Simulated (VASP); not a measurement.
## Lu3Sc2O: single point with PBE

Lu3Sc2O:

```xyz
6
Lattice="4.7884 0.0000 0.0000 -2.3942 4.1469 0.0000 0.0000 0.0000 10.7407" Properties=species:S:1:pos:R:3 pbc="T T T"
Lu    0.0000    2.7646    0.0000
Lu    2.3942    1.3823    0.0000
Lu    0.0000    0.0000    5.3704
Sc    0.0000    0.0000    8.8044
Sc    0.0000    0.0000    1.9363
O     0.0000    0.0000    0.0000
```

The cell was generated, and may not be a known phase.

| Item | Value |
| --- | --- |
| Program | VASP 6.6.1 |
| Task | single point |
| Functional | PBE |
| Potentials or basis | VASP PAW PBE potentials, release 64 (Lu, Sc_sv, O) |
| Cutoff | 520 eV |
| k mesh | 6 × 6 × 4 |
| Occupations | gaussian, width 0.1 eV |
| Spin | no spin polarisation |
| Dipole correction | no |
| Further INCAR settings | ALGO = Normal; EDIFF = 1e-07; NBANDS = 60 |

```yaml
Pressure: 0.3 GPa
Largest_force: 0.147 eV/Å
Band_gap_on_the_k_mesh: zero (an odd number of electrons rules out a gap without spin polarisation)
```

Forces on the atoms (eV/Å):
```
Lu   0.000  0.000  0.000
Lu   0.000  0.000  0.000
Lu   0.000  0.000  0.000
Sc   0.000  0.000 -0.147
Sc   0.000  0.000  0.147
O    0.000  0.000  0.000
```

Stress tensor (GPa, compression positive):
```
0.15 0.00 0.00
0.00 0.15 0.00
0.00 0.00 0.47
```

Levels at points of the mesh, in eV from the Fermi level:
```
           k point  band 48  band 49  band 50  band 51  band 52  band 53  band 54  band 55
(0.00, 0.00, 0.00)    -1.75    -0.23    -0.21    -0.21     0.57     0.69     0.78     0.78
(0.50, 0.00, 0.00)    -0.94    -0.90    -0.39    -0.31    -0.10     0.12     0.27     0.41
(0.00, 0.00, 0.50)    -1.09    -0.69    -0.22    -0.22     0.14     0.89     0.89     1.01
(0.50, 0.00, 0.50)    -0.92    -0.70    -0.40    -0.38    -0.24     0.20     0.34     0.44
```

Run time: 4 min on 1 thread of AMD EPYC 9R45 96-Core Processor (Zen 5) (shared host), peak memory 0.43 GiB.

Caveat: spin-orbit coupling is left out, which moves the levels of the heavy elements.
